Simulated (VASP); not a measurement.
Wanted: the native input for a VASP 6.6.1 run.

```yaml
Task: single point
Functional: PBE
Potentials_or_basis: VASP PAW PBE potentials, release 64 (Cl)
Cutoff: 520 eV
k_mesh: 19 × 19 × 10
Occupations: fermi-dirac, width 0.03 eV
Spin: no spin polarisation
Dipole_correction: no
Further_INCAR_settings: ALGO = Normal; EDIFF = 1e-07; NBANDS = 14
```

The structure of Cl lies in POSCAR:

```
Cl
1.0
    3.6681474708      0.0000000000      0.0000000000
   -1.8340737354      3.1767088945      0.0000000000
    0.0000000000      0.0000000000      3.9242178968
Cl
2
Direct
    0.3333333333      0.6666666667      0.2500000000
    0.6666666667      0.3333333333      0.7500000000
```

These files were run (other wordings do the same):

INCAR

```
SYSTEM = Cl
ALGO = Normal ; EDIFF = 1E-7
ENCUT = 520 ; GGA = PE
ISIF = 2 ; ISMEAR = -1
LASPH = .True. ; LCHARG = .False.
LREAL = .False. ; LWAVE = .False.
NBANDS = 14 ; NELM = 80
PREC = Accurate ; SIGMA = 0.03
```

KPOINTS

```
k-points
0
Gamma
  19 19 10
  0 0 0
```

Potentials or basis: VASP PAW PBE potentials, release 64 (Cl).

Run with:

```bash
$ cat potpaw_PBE.64/Cl/POTCAR > POTCAR
$ mpirun -np 1 vasp_std > vasp.out
```

Results of the run:

The pressure is -0.1 GPa and the band gap on the k mesh is zero (band 7 reaches 2.15 eV, above the bottom of band 8 at 0.25 eV).

Run time: 120 s on 1 thread of Intel(R) Xeon(R) Platinum 8259CL CPU @ 2.50GHz (Skylake/Cascade Lake), with other jobs on the host, peak memory 0.23 GiB.
